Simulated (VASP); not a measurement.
A run of VASP 6.6.1 is set up as follows.

Contents of INCAR:

```
SYSTEM = W3C
PREC = Accurate ; ENCUT = 520
EDIFF = 1E-7 ; ISMEAR = 0
SIGMA = 0.1 ; LREAL = .False.
LASPH = .True. ; NELM = 100
ALGO = Normal ; ISIF = 2
LWAVE = .False. ; LCHARG = .False.
LDIPOL = .True. ; IDIPOL = 3
DIPOL = 0.5 0.5 0.335 ; GGA = PS
NBANDS = 31
```

KPOINTS

```
regular mesh
0
Gamma
  10 10 1
  0 0 0
```

The input POSCAR:

```
W3C
1.0
    2.7317561349      0.0000000000      0.0000000000
   -0.9105853783      2.5755243833      0.0000000000
    0.0000000000      0.0000000000     21.3158546942
W C
3 1
Direct
    0.5000000000      0.5000000000      0.1876537468
    0.0000000000      0.0000000000      0.2888907691
    0.5000000000      0.5000000000      0.3901253228
    1.0000000000      1.0000000000      0.4717547027
```

Potentials or basis: VASP PAW PBE potentials, release 64 (W_sv, C).

Run with:

```bash
$ cat potpaw_PBE.64/W_sv/POTCAR potpaw_PBE.64/C/POTCAR > POTCAR
$ mpirun -np 1 vasp_std > vasp.out
```

(1) Estimate the band gap on the k mesh.

(2) Estimate the largest force.

## Answers

(1) zero (bands 23 and 24 overlap by 1.73 eV).

(2) 3.569 eV/Å.

Caveat: the PAW data sets were made with another functional, which shifts forces and pressure a little; spin-orbit coupling is left out, which moves the levels of the heavy elements.
